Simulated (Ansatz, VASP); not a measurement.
Two plane-wave programs on HCl

```
CELL_PARAMETERS angstrom
0.00000 2.51850 2.73750
2.51850 0.00000 2.73750
2.51850 2.51850 0.00000
ATOMIC_POSITIONS crystal
H 0.00000 0.00000 0.00000
Cl 0.50000 0.50000 0.50000
```

Change from the starting cell: strain -0.080 along x and y, +0.000 along z, atoms carried along.

Alike in both runs: task single point; functional r2SCAN; k mesh 16 × 16 × 16; occupations gaussian, width 0.15 eV; no spin polarisation.

|  | VASP | Ansatz |
| --- | --- | --- |
| version | VASP 6.6.1 | Ansatz 0.2.0 |
| potentials or method | VASP PAW PBE potentials, release 64 (H, Cl), cutoff 520 eV | scalar-relativistic, plane waves, PAW |
| valence electrons in the cell | 8 | 8 |

Ansatz gave:

| Property | Result |
| --- | --- |
| gap on the k mesh at the Fermi level (eV) | none |
| pressure (GPa) | -10.5 |
| traceless stress, the component that is largest in VASP (GPa) | 4.80 |

Question: What did VASP give for the same quantities?

Answer: gap on the k mesh at the Fermi level (eV): none; pressure (GPa): -10.6; traceless stress, the component that is largest in VASP (GPa): 4.81.

VASP's potentials were made for PBE, not for r2SCAN. A gap of «none» marks a metal or a gap that the smearing closes. With one functional, cell and mesh, what is left measures potentials, basis and numerics.
